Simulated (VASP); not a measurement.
Write the native input for VASP 6.6.1 that does the following.

```
Task                   : single point
Functional             : PBE
Dispersion             : D3(BJ)
Potentials or basis    : VASP PAW PBE potentials, release 64 (Mo_sv, S)
Cutoff                 : 520 eV
k mesh                 : 12 × 12 × 12, shifted
Occupations            : gaussian, width 0.02 eV
Spin                   : no spin polarisation
Dipole correction      : no
Further INCAR settings : ALGO = Normal; EDIFF = 1e-06; NBANDS = 20
```

The structure of MoS2 lies in POSCAR:

```
MoS2
1.0
    1.5790738864      0.9116787334      6.0720907959
   -1.5790738864      0.9116787334      6.0720907959
    0.0000000000     -1.8233574668      6.0720907959
Mo S
1 2
Direct
    0.9997564900      0.9997564900      0.9997564900
    0.4189538504      0.4189538504      0.4189538504
    0.2472906597      0.2472906597      0.2472906597
```

These files were run (other wordings do the same):

INCAR

```
SYSTEM = MoS2
PREC = Accurate
ENCUT = 520
EDIFF = 1E-6
ISMEAR = 0
SIGMA = 0.02
LREAL = .False.
LASPH = .True.
NELM = 80
ALGO = Normal
ISIF = 2
LWAVE = .False.
LCHARG = .True.
GGA = PE
IVDW = 12
LELF = .True.
LVHAR = .True.
NBANDS = 20
```

KPOINTS

```
Automatic mesh
0
Gamma
  12 12 12
  0.5 0.5 0.5
```

Potentials or basis: VASP PAW PBE potentials, release 64 (Mo_sv, S).

Run with:

```sh
$ cat potpaw_PBE.64/Mo_sv/POTCAR potpaw_PBE.64/S/POTCAR > POTCAR
$ mpirun -np 1 vasp_std > vasp.out
```

It gave:

```json
{
  "Pressure": "-0.7 GPa",
  "Largest force": "0.011 eV/Å",
  "Band gap on the k mesh": "0.89 eV (least direct gap 1.76 eV)",
  "Dispersion energy per atom": "-0.433 eV"
}
```

Caveat: three body term missing; a shifted mesh leaves out Γ, where band edges can lie.

Run time: 3 min on 1 thread of Intel(R) Xeon(R) Platinum 8481C CPU @ 2.70GHz (Sapphire Rapids) (shared host), peak memory 0.43 GiB.
